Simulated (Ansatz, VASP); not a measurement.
**Al2Pt in VASP and in Ansatz**

The input INCAR:

```
SYSTEM = Al2Pt
ALGO     = Normal         ! electronic algorithm
EDIFF    = 1E-6           ! SCF threshold, eV
ENCUT    = 520            ! plane-wave cutoff, eV
GGA      = PE             ! functional
ISIF     = 2              ! what is computed and relaxed
ISMEAR   = 0              ! smearing method
LASPH    = .True.         ! aspherical terms in the spheres
LCHARG   = .True.         ! write CHGCAR
LELF     = .True.         ! ELF
LREAL    = .False.        ! projectors in reciprocal space
LVHAR    = .True.       
LWAVE    = .False.        ! write WAVECAR
NBANDS   = 15             ! bands
NELM     = 80             ! most SCF steps
PREC     = Accurate       ! precision mode
SIGMA    = 0.1            ! smearing width, eV
```

Contents of KPOINTS:

```
k-points
0
Gamma
  12 12 12
  0 0 0
```

File POSCAR:

```
Al2Pt
1.0
    0.0000000000      3.0026436747      3.0026436747
    3.0026436747      0.0000000000      3.0026436747
    3.0026436747      3.0026436747      0.0000000000
Al Pt
2 1
Direct
    0.2500000000      0.2500000000      0.2500000000
    0.7500000000      0.7500000000      0.7500000000
    0.0000000000      0.0000000000      0.0000000000
```

Input for Ansatz:

```yaml
crystal:
  lattice:
    - [0.0, 3.0026436747, 3.0026436747]
    - [3.0026436747, 0.0, 3.0026436747]
    - [3.0026436747, 3.0026436747, 0.0]
  atoms:
    - { symbol: Al, position: [0.25, 0.25, 0.25] }
    - { symbol: Al, position: [0.75, 0.75, 0.75] }
    - { symbol: Pt, position: [0.0, 0.0, 0.0] }
basis:
  ecutwfc: 420
kpoints:
  mp_grid: { grid: [12, 12, 12] }
hamiltonian:
  xc: pbe
scf:
  occupations: { method: gaussian, width: 0.1 }
output:
  forces: true
  stress: true
  eigenvalues: true
```

Alike in both runs: task single point; functional PBE; k mesh 12 × 12 × 12; occupations gaussian, width 0.1 eV; no spin polarisation.

|  | VASP | Ansatz |
| --- | --- | --- |
| version | VASP 6.6.1 | Ansatz 0.2.0 |
| potentials or method | VASP PAW PBE potentials, release 64 (Al, Pt), cutoff 520 eV | scalar-relativistic, plane waves, PAW |
| valence electrons in the cell | 16 | 24 |

|  | VASP | Ansatz | Ansatz less VASP |
| --- | --- | --- | --- |
| gap on the k mesh at the Fermi level (eV) | none | none | - |
| pressure (GPa) | -3.8 | -3.6 | +0.15 |

A gap of «none» marks a metal or a gap that the smearing closes. VASP's potentials hold 16 valence electrons a cell and Ansatz's 24, so a difference there can come from the potentials and not from the codes.

Spin-orbit coupling is off throughout.
